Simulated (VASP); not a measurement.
The system is NaF.

```
CELL_PARAMETERS angstrom
0.00000 2.34974 2.34974
2.34974 0.00000 2.34974
2.34974 2.34974 0.00000
ATOMIC_POSITIONS crystal
Na 0.00000 0.00000 0.00000
F 0.50000 0.50000 0.50000
```

| Item | Value |
| --- | --- |
| Program | VASP 6.6.1 |
| Task | relaxation of cell and atoms |
| Functional | r2SCAN |
| Potentials or basis | VASP PAW PBE potentials, release 64 (Na_pv, F) |
| Cutoff | 600 eV |
| k mesh | 8 × 8 × 8 |
| Occupations | fermi-dirac, width 0.02 eV |
| Spin | no spin polarisation |

At the start: pressure -3.8 GPa; volume 12.97 Å³/atom.

**Question.** How do energy, volume and symmetry change on relaxing?

**Answer.** Over 4 steps the energy falls by 14.1 meV/atom and the volume is 11.93 Å³/atom (-8.0 %); space group Fm-3m (No. 225, to 0.1 Å) before and after.

The path:
```
step  energy change (eV)  largest force (eV/Å)  pressure (GPa)  volume (Å³)
   1              0.0000                0.0000           -3.78        25.95
   2             -0.0215                0.0000           -2.01        24.81
   3             -0.0274                0.0000           -0.65        24.16
   4             -0.0282                0.0000            0.04        23.87
```

Final structure:
```
CELL_PARAMETERS angstrom
0.00000 2.28522 2.28522
2.28522 0.00000 2.28522
2.28522 2.28522 0.00000
ATOMIC_POSITIONS crystal
Na 0.00000 0.00000 0.00000
F 0.50000 0.50000 0.50000
```

Caveat: the PAW data sets were made with another functional, which shifts forces and pressure a little.
